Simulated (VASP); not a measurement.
Here is a VASP 6.6.1 calculation.

Contents of POSCAR:

```
BP
1.0
    0.0000000000      2.2683155501      2.2683155501
    2.2683155501      0.0000000000      2.2683155501
    2.2683155501      2.2683155501      0.0000000000
B P
1 1
Direct
    0.0000000000      0.0000000000      0.0000000000
    0.2500000000      0.2500000000      0.2500000000
```

Contents of INCAR.step1:

```
SYSTEM = BP
PREC = Accurate ; ENCUT = 520
EDIFF = 1E-5 ; ISMEAR = 0
SIGMA = 0.01 ; LREAL = .FALSE.
LASPH = .TRUE. ; NELM = 60
ALGO = Normal ; ISIF = 2
LWAVE = .TRUE. ; LCHARG = .FALSE.
NBANDS = 11 ; GGA = PE
```

The input INCAR.step2:

```
SYSTEM = BP
PREC = Accurate ; ENCUT = 520
EDIFF = 1E-6 ; ISMEAR = 0
SIGMA = 0.01 ; LREAL = .FALSE.
LASPH = .TRUE. ; NELM = 60
ALGO = Normal ; ISIF = 2
LWAVE = .FALSE. ; LCHARG = .FALSE.
GGA = PE ; LHFCALC = .TRUE.
HFSCREEN = 0.2079 ; PRECFOCK = Normal
NBANDS = 11 ; ISTART = 1
```

The input KPOINTS:

```
Automatic mesh
0
G
  4 4 4
  0 0 0
```

Potentials or basis: VASP PAW PBE potentials, release 64 (B, P).

The run is started by

```sh
$ cat potpaw_PBE.64/B/POTCAR potpaw_PBE.64/P/POTCAR > POTCAR
$ cp INCAR.step1 INCAR
$ mpirun -np 1 vasp_std > vasp.out
$ cp INCAR.step2 INCAR
$ mpirun -np 1 vasp_std > vasp.out
```

Q: What does it give for the pressure?

A: -0.9 GPa.

Q: Predict the band gap on the k mesh.

A: 2.09 eV, indirect (least direct gap 4.37 eV).

Caveat: the k points lie up to 0.60 Å⁻¹ apart; the PAW data sets were made with another functional, which shifts forces and pressure a little. A k mesh can miss the band edges.
